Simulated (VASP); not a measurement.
Write the native input for VASP 6.6.1 that does the following.

```
Task                   : relaxation of cell and atoms
Functional             : RPBE
Potentials or basis    : VASP PAW PBE potentials, release 64 (Ti_sv, O)
Cutoff                 : 600 eV
k mesh                 : 6 × 5 × 6
Occupations            : fermi-dirac, width 0.05 eV
Spin                   : no spin polarisation
Dipole correction      : no
Further INCAR settings : ALGO = Normal; EDIFF = 1e-06; IBRION = 2; EDIFFG = -0.01; NSW = 60; ISIF = 3
```

The structure of TiO2 lies in POSCAR:

```
TiO2
1.0
    4.5453495500      0.0000000000      0.0000000000
    0.0000000000      5.5196194400      0.0000000000
    0.0000000000      0.0000000000      4.9091968600
Ti O
4 8
Direct
    0.0000000000      0.1729909300      0.7500000000
    0.5000000000      0.3270090700      0.2500000000
    0.0000000000      0.8270090700      0.2500000000
    0.5000000000      0.6729909300      0.7500000000
    0.2714506200      0.3817246400      0.9186490800
    0.7714506200      0.1182753600      0.0813509200
    0.2285493800      0.1182753600      0.4186490800
    0.7285493800      0.3817246400      0.5813509200
    0.2714506200      0.6182753600      0.4186490800
    0.7714506200      0.8817246400      0.5813509200
    0.2285493800      0.8817246400      0.9186490800
    0.7285493800      0.6182753600      0.0813509200
```

The input as run:

INCAR

```
SYSTEM = TiO2
ALGO = Normal ; EDIFF = 1E-6
EDIFFG = -0.01 ; ENCUT = 600
GGA = RP ; IBRION = 2
ISIF = 3 ; ISMEAR = -1
LASPH = .TRUE. ; LCHARG = .FALSE.
LREAL = .FALSE. ; LWAVE = .FALSE.
NELM = 100 ; NSW = 60
PREC = Accurate ; SIGMA = 0.05
```

KPOINTS

```
k-points
0
G
  6 5 6
  0 0 0
```

Potentials or basis: VASP PAW PBE potentials, release 64 (Ti_sv, O).

Command:

```bash
$ cat potpaw_PBE.64/Ti_sv/POTCAR potpaw_PBE.64/O/POTCAR > POTCAR
$ mpirun -np 1 vasp_std > vasp.out
```

It gave:

* Relaxed volume: 10.76 Å³/atom
* Relaxed cell: a = 4.615 Å, b = 5.640 Å, c = 4.959 Å, α = 90.00°, β = 90.00°, γ = 90.00°
* Space group after relaxing (to 0.1 Å): Pbcn (No. 60)
* Energy gained by relaxing: 14.5 meV/atom
* Ionic steps: 13
* Pressure after relaxing: 0.0 GPa
* Largest force after relaxing: 0.008 eV/Å
* Band gap on the k mesh: 2.58 eV (least direct gap 2.61 eV)

Caveat: the PAW data sets were made with another functional, which shifts forces and pressure a little.

It took 87 min on 1 thread of Oxide Virtual Turin-like Processor, on a shared host, peak memory 0.43 GiB.
